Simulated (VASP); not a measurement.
Input of a VASP 6.6.1 run:

INCAR

```
SYSTEM = TaO5
PREC = Accurate ; ENCUT = 600
EDIFF = 1E-7 ; ISMEAR = 0
SIGMA = 0.1 ; LREAL = .FALSE.
LASPH = .TRUE. ; NELM = 60
ALGO = Normal ; ISIF = 3
LWAVE = .FALSE. ; LCHARG = .FALSE.
GGA = PE ; IBRION = 2
NSW = 100 ; EDIFFG = -0.01
```

The input KPOINTS:

```
Automatic mesh
0
G
  12 12 8
  0 0 0
```

The input POSCAR:

```
TaO5
1.0
    3.6537485136      0.0000000000      0.0000000000
   -1.8268742568      3.1642390318      0.0000000000
    0.0000000000      0.0000000000      5.3485808093
Ta O
1 5
Direct
    0.0000000000      0.0000000000      0.0000000000
    0.5000000000      0.0000000000      0.5000000000
    0.5000000000      0.5000000000      0.5000000000
    0.0000000000      0.5000000000      0.5000000000
    0.3333333333      0.6666666667      0.0000000000
    0.6666666667      0.3333333333      0.0000000000
```

Potentials or basis: VASP PAW PBE potentials, release 64 (Ta_pv, O).

Command:

```bash
$ cat potpaw_PBE.64/Ta_pv/POTCAR potpaw_PBE.64/O/POTCAR > POTCAR
$ mpirun -np 1 vasp_std > vasp.out
```

Problem. Estimate the relaxed volume.

Solution. 10.13 Å³/atom.

Problem. Predict the band gap on the k mesh.

Solution. Zero (an odd number of electrons rules out a gap without spin polarisation).

Problem. Predict the space group after relaxing (to 0.1 Å).

Solution. P6/mmm (No. 191).

Final structure:
```yaml
crystal:
  lattice:
    - [3.66525, 0.00000, 0.00000]
    - [-1.83262, 3.17420, 0.00000]
    - [0.00000, 0.00000, 5.22492]
  atoms:
    - { symbol: Ta, position: [0.00000, 0.00000, 0.00000] }
    - { symbol: O, position: [0.50000, 0.00000, 0.50000] }
    - { symbol: O, position: [0.50000, 0.50000, 0.50000] }
    - { symbol: O, position: [0.00000, 0.50000, 0.50000] }
    - { symbol: O, position: [0.33333, 0.66667, 0.00000] }
    - { symbol: O, position: [0.66667, 0.33333, 0.00000] }
```

Caveat: spin-orbit coupling is left out, which moves the levels of the heavy elements; an odd number of electrons without spin polarisation forces a metal; a magnetic or distorted state may lie lower.
